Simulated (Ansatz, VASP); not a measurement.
# Two plane-wave programs on Al2O3

```xyz
5
Lattice="2.9626 0.0000 0.0000 -1.4813 2.5657 0.0000 0.0000 0.0000 7.3536" Properties=species:S:1:pos:R:3 pbc="T T T"
Al    0.0000    0.0000    2.0180
Al    0.0000    0.0000    5.3357
O     0.0000    1.7105    1.4356
O     1.4813    0.8552    5.9180
O     0.0000    0.0000    3.6768
```

Alike in both runs: functional LDA; k mesh 12 × 12 × 4; occupations gaussian, width 0.01 eV; no spin polarisation.

Ansatz relaxed the structure, and its values are those at the end. VASP's run is a single point on that final structure, the one shown.

|  | VASP | Ansatz |
| --- | --- | --- |
| version | VASP 6.6.1 | Ansatz 0.2.0 |
| potentials or method | VASP PAW LDA potentials, release 64 (Al, O) | plane waves, PAW |
| plane-wave cutoff (eV) | 520 | 420 |
| valence electrons in the cell | 24 | 24 |

Ansatz gave:

```
pressure (GPa)                     : 0.0
rms of the force components (eV/Å) : 0.000
```

Task: Which values does VASP return?

Result: Pressure (GPa): 1.0; rms of the force components (eV/Å): 0.052.

LDA's correlation is that of Perdew and Zunger in VASP and of Perdew and Wang (1992) in Ansatz.
